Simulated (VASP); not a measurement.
# NaS6 (Pm-3m) in VASP: notebook, part 2 of 2

VASP 6.6.1.

**3. Single point, PBE**

This run uses another cell than the first one, of 36.34 Å³/atom.

INCAR

```
SYSTEM = NaS6
  PREC = Accurate
  ENCUT = 520
  EDIFF = 1E-7
  ISMEAR = 0
  SIGMA = 0.1
  LREAL = .False.
  LASPH = .True.
  NELM = 60
  ALGO = Normal
  ISIF = 2
  LWAVE = .False.
  LCHARG = .True.
  GGA = PE
  LELF = .True.
  LVHAR = .True.
  NBANDS = 30
```

KPOINTS

```
Automatic mesh
0
Gamma
  6 6 6
  0 0 0
```

POSCAR

```
NaS6
1.0
    6.3359646821      0.0000000000      0.0000000000
    0.0000000000      6.3359646821      0.0000000000
    0.0000000000      0.0000000000      6.3359646821
Na S
1 6
Direct
    0.0000000000      0.0000000000      0.0000000000
    0.1546404168      0.5000000000      0.5000000000
    0.5000000000      0.1546404168      0.5000000000
    0.8453595832      0.5000000000      0.5000000000
    0.5000000000      0.8453595832      0.5000000000
    0.5000000000      0.5000000000      0.1546404168
    0.5000000000      0.5000000000      0.8453595832
```

Potentials or basis: VASP PAW PBE potentials, release 64 (Na_pv, S).

The run is started by

```console
cat potpaw_PBE.64/Na_pv/POTCAR potpaw_PBE.64/S/POTCAR > POTCAR
mpirun -np 1 vasp_std > vasp.out
```

Run time: 82 s. Hardware: 1 thread of Oxide Virtual Turin-like, shared host; peak memory 0.33 GiB.

The run converged. Its results:

| Item | Value |
| --- | --- |
| Free energy | -24.1588 eV |
| Pressure | -0.2 GPa |
| Largest force | 0.198 eV/Å |
| Band gap on the k mesh | zero (an odd number of electrons rules out a gap without spin polarisation) |

Forces in eV/Å, atoms in the order of the input:
```
Na   0.000  0.000  0.000
S   -0.198  0.000  0.000
S    0.000 -0.198  0.000
S    0.198  0.000  0.000
S    0.000  0.198  0.000
S    0.000  0.000 -0.198
S    0.000  0.000  0.198
```

Levels at points of the mesh, in eV from the Fermi level:
| k point | band 17 | band 18 | band 19 | band 20 | band 21 | band 22 | band 23 | band 24 | band 25 | band 26 |
| --- | --- | --- | --- | --- | --- | --- | --- | --- | --- | --- |
| (0.00, 0.00, 0.00) | -3.28 | -3.28 | -1.90 | -1.90 | -1.90 | 0.65 | 1.45 | 1.45 | 1.45 | 3.70 |
| (0.50, 0.00, 0.00) | -3.28 | -3.12 | -1.89 | -0.35 | -0.35 | -0.04 | -0.04 | 1.45 | 1.45 | 2.51 |
| (0.50, 0.50, 0.00) | -3.28 | -2.76 | -0.77 | -0.03 | -0.03 | -0.03 | -0.03 | 0.10 | 1.65 | 2.35 |
| (0.50, 0.50, 0.50) | -2.76 | -2.76 | -0.10 | -0.10 | -0.10 | 0.06 | 0.06 | 0.06 | 1.03 | 1.33 |

**4. Relaxation of cell and atoms, PBE**

This run uses another cell than the first one, of 23.62 Å³/atom.

INCAR

```
SYSTEM = NaS6
PREC = Accurate
ENCUT = 600
EDIFF = 1E-7
ISMEAR = 0
SIGMA = 0.1
LREAL = .False.
LASPH = .True.
NELM = 80
ALGO = Normal
ISIF = 3
LWAVE = .False.
LCHARG = .False.
GGA = PE
IBRION = 2
NSW = 90
EDIFFG = -0.04
```

KPOINTS

```
Automatic mesh
0
Gamma
  4 4 4
  0 0 0
```

POSCAR

```
NaS6
1.0
    5.4888450000      0.0000000000      0.0000000000
    0.0000000000      5.4888450000      0.0000000000
    0.0000000000      0.0000000000      5.4888450000
Na S
1 6
Direct
    0.0000000000      0.0000000000      0.0000000000
    0.2070000000      0.5000000000      0.5000000000
    0.5000000000      0.2070000000      0.5000000000
    0.7930000000      0.5000000000      0.5000000000
    0.5000000000      0.7930000000      0.5000000000
    0.5000000000      0.5000000000      0.2070000000
    0.5000000000      0.5000000000      0.7930000000
```

The run is started by

```console
cat potpaw_PBE.64/Na_pv/POTCAR potpaw_PBE.64/S/POTCAR > POTCAR
mpirun -np 1 vasp_std > vasp.out
```

Wall time 5.4 min (1 thread of Oxide Virtual Turin-like, shared host); peak memory 0.3 GiB.

It converged, with:

```yaml
Free_energy: -24.0403 eV
Relaxed_volume: 36.90 Å³/atom
Relaxed_cell: a = 6.369 Å, b = 6.369 Å, c = 6.369 Å, α = 90.00°, β = 90.00°, γ = 90.00°
Space_group_after_relaxing_to_0.1_Å: Pm-3m (No. 221)
Energy_gained_by_relaxing: 893.9 meV/atom
Ionic_steps: 10
Pressure_after_relaxing: 0.0 GPa
Largest_force_after_relaxing: 0.006 eV/Å
Band_gap_on_the_k_mesh: zero (an odd number of electrons rules out a gap without spin polarisation)
```

Forces in eV/Å, atoms in the order of the input:
```
Na   0.000  0.000  0.000
S   -0.006  0.000  0.000
S    0.000 -0.006  0.000
S    0.006  0.000  0.000
S    0.000  0.006  0.000
S    0.000  0.000 -0.006
S    0.000  0.000  0.006
```

Step by step:
```csv
step,energy change (eV),largest force (eV/Å),pressure (GPa),volume (Å³)
1,0.0000,4.1230,17.33,165.36
2,-5.6230,1.8066,-1.25,234.37
3,-5.8240,1.7436,-1.75,245.90
4,-6.0836,1.2747,-2.04,270.11
5,-6.1120,1.0338,-1.96,277.73
6,-5.7653,3.2701,3.26,262.08
7,-6.2284,0.1037,-0.48,271.86
8,-6.2284,0.1315,-0.45,271.75
9,-6.2425,0.0880,-0.34,267.58
10,-6.2576,0.0055,-0.05,258.30
```

Final structure:
```cif
data_structure
_symmetry_space_group_name_H-M 'P 1'
_symmetry_Int_Tables_number 1
_cell_length_a 6.3686
_cell_length_b 6.3686
_cell_length_c 6.3686
_cell_angle_alpha 90.000
_cell_angle_beta 90.000
_cell_angle_gamma 90.000
_cell_volume 258.30
loop_
_atom_site_label
_atom_site_type_symbol
_atom_site_fract_x
_atom_site_fract_y
_atom_site_fract_z
_atom_site_occupancy
Na1 Na 0.00000 0.00000 0.00000 1
S1 S 0.15317 0.50000 0.50000 1
S2 S 0.50000 0.15317 0.50000 1
S3 S 0.84683 0.50000 0.50000 1
S4 S 0.50000 0.84683 0.50000 1
S5 S 0.50000 0.50000 0.15317 1
S6 S 0.50000 0.50000 0.84683 1
```

Levels at points of the mesh, in eV from the Fermi level:
| k point | band 17 | band 18 | band 19 | band 20 | band 21 | band 22 | band 23 | band 24 | band 25 |
| --- | --- | --- | --- | --- | --- | --- | --- | --- | --- |
| (0.00, 0.00, 0.00) | -3.31 | -3.31 | -1.79 | -1.79 | -1.79 | 0.67 | 1.44 | 1.44 | 1.44 |
| (0.50, 0.00, 0.00) | -3.31 | -3.14 | -1.78 | -0.30 | -0.30 | -0.02 | -0.02 | 1.44 | 1.44 |
| (0.50, 0.50, 0.00) | -3.29 | -2.80 | -0.72 | -0.01 | -0.01 | -0.01 | -0.01 | 0.14 | 1.64 |
| (0.50, 0.50, 0.50) | -2.80 | -2.80 | -0.09 | -0.09 | -0.09 | 0.10 | 0.10 | 0.10 | 1.18 |

Caveat: the volume moved by over 15 % at a fixed basis, so the end points are rough.

**5. Relaxation of cell and atoms, PBE**

INCAR

```
ALGO = Normal
EDIFF = 1E-6
EDIFFG = -0.01
ENCUT = 600
GGA = PE
IBRION = 2
ISIF = 3
ISMEAR = 0
LASPH = T
LCHARG = F
LREAL = F
LWAVE = F
NELM = 60
NSW = 100
PREC = Accurate
SIGMA = 0.1
```

KPOINTS

```
k-points
0
Gamma
  6 6 6
```

POSCAR

```
NaS6
1.0
    6.3100599913      0.0000000000      0.0000000000
    0.0000000000      6.3100599913      0.0000000000
    0.0000000000      0.0000000000      6.3100599913
Na S
1 6
Direct
    0.0000000000      0.0000000000      0.0000000000
    0.1553565670      0.5000000000      0.5000000000
    0.5000000000      0.1553565670      0.5000000000
    0.8446434330      0.5000000000      0.5000000000
    0.5000000000      0.8446434330      0.5000000000
    0.5000000000      0.5000000000      0.1553565670
    0.5000000000      0.5000000000      0.8446434330
```

The run is started by

```console
cat potpaw_PBE.64/Na_pv/POTCAR potpaw_PBE.64/S/POTCAR > POTCAR
mpirun -np 1 vasp_std > vasp.out
```

Run time: 3.7 min. Hardware: 1 thread of Oxide Virtual Turin-like, shared host; peak memory 0.39 GiB.

It converged, with:

```
Free energy                           : -24.1629 eV
Relaxed volume                        : 36.36 Å³/atom
Relaxed cell                          : a = 6.337 Å, b = 6.337 Å, c = 6.337 Å, α = 90.00°, β = 90.00°, γ = 90.00°
Space group after relaxing (to 0.1 Å) : Pm-3m (No. 221)
Energy gained by relaxing             : 0.8 meV/atom
Ionic steps                           : 5
Pressure after relaxing               : 0.0 GPa
Band gap on the k mesh                : zero (an odd number of electrons rules out a gap without spin polarisation)
```

Forces on the atoms (eV/Å):
```
Na   0.000  0.000  0.000
S    0.002  0.000  0.000
S    0.000  0.002  0.000
S   -0.002  0.000  0.000
S    0.000 -0.002  0.000
S    0.000  0.000  0.002
S    0.000  0.000 -0.002
```

Step by step:
```
step  energy change (eV)  largest force (eV/Å)  pressure (GPa)  volume (Å³)
   1              0.0000                0.2287           -0.10       251.25
   2              0.0026                0.2910            0.55       250.46
   3             -0.0034                0.0124            0.17       250.90
   4             -0.0046                0.0075            0.12       252.07
   5             -0.0055                0.0021            0.00       254.53
```

Final structure:
```
Na S
1.0
     6.33746    0.00000    0.00000
     0.00000    6.33746    0.00000
     0.00000    0.00000    6.33746
Na S
1 6
Cartesian
  0.0000 0.0000 0.0000
  0.9750 3.1687 3.1687
  3.1687 0.9750 3.1687
  5.3624 3.1687 3.1687
  3.1687 5.3624 3.1687
  3.1687 3.1687 0.9750
  3.1687 3.1687 5.3624
```

Levels at points of the mesh, in eV from the Fermi level:
| k point | band 19 | band 20 | band 21 | band 22 | band 23 | band 24 |
| --- | --- | --- | --- | --- | --- | --- |
| (0.00, 0.00, 0.00) | -1.88 | -1.88 | -1.88 | 0.63 | 1.45 | 1.45 |
| (0.50, 0.00, 0.00) | -1.87 | -0.34 | -0.34 | -0.04 | -0.04 | 1.42 |
| (0.50, 0.50, 0.00) | -0.76 | -0.04 | -0.04 | -0.03 | -0.03 | 0.11 |
| (0.50, 0.50, 0.50) | -0.10 | -0.10 | -0.10 | 0.07 | 0.07 | 0.07 |

**6. Overview**

```tsv
task	cell	k mesh	cutoff (eV)	gap on the mesh (eV)	pressure (GPa)	relaxed volume (Å³/atom)	largest force (eV/Å)
single point	a = 6.310 Å, 7 atoms, atomic positions A	4 × 4 × 4	520	none	0.1	-	0.23
single point	a = 6.336 Å, 7 atoms, atomic positions A	6 × 6 × 6	520	none	-0.2	-	0.20
relaxation of cell and atoms	relaxed from a = 5.489 Å, 7 atoms, atomic positions B	4 × 4 × 4	600	none	0.0	36.90	0.01
relaxation of cell and atoms	relaxed from a = 6.310 Å, 7 atoms, atomic positions A	6 × 6 × 6	600	none	0.0	36.36	-
```

Alike in all rows: level PBE; potentials or basis VASP PAW PBE potentials, release 64 (Na_pv, S); no spin polarisation; smearing gaussian 0.1 eV.

Caveats: the volume moved by over 15 % at a fixed basis, so the end points are rough (at least some runs).

Total energies depend on the potentials used, so only differences within one code and one set of settings carry meaning.
